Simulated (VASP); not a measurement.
The system is PtS2.

```
Pt S
1.0
     3.69610    0.00000    0.00000
    -1.84805    3.20091    0.00000
     0.00000    0.00000    5.59663
Pt S
1 2
Cartesian
  0.0000 0.0000 0.0000
  0.0000 2.1339 1.0575
  1.8480 1.0670 4.5391
```

```yaml
Program: VASP 6.6.1
Task: relaxation of the atoms
Functional: PBE
Potentials_or_basis: VASP PAW PBE potentials, release 64 (Pt, S)
Cutoff: 520 eV
k_mesh: 12 × 12 × 6
Occupations: gaussian, width 0.05 eV
Spin: no spin polarisation
```

At the start: pressure 2.2 GPa; volume 22.07 Å³/atom.

**Question.** Where does the relaxation end?

**Answer.** Over 3 steps the energy falls by 38.9 meV/atom; space group P-3m1 (No. 164, to 0.1 Å) before and after.

Step by step:
```csv
step,energy change (eV),largest force (eV/Å),pressure (GPa)
1,0.0000,1.1715,2.15
2,-0.0945,0.5060,-1.32
3,-0.1168,0.0034,-3.87
```

Final structure:
```
CELL_PARAMETERS angstrom
3.69610 0.00000 0.00000
-1.84805 3.20091 0.00000
0.00000 0.00000 5.59663
ATOMIC_POSITIONS crystal
Pt 0.00000 0.00000 0.00000
S 0.33333 0.66667 0.20706
S 0.66667 0.33333 0.79294
```

Caveat: this functional lacks dispersion, which binds the layers, so the pressure and a relaxed spacing across them are unreliable.
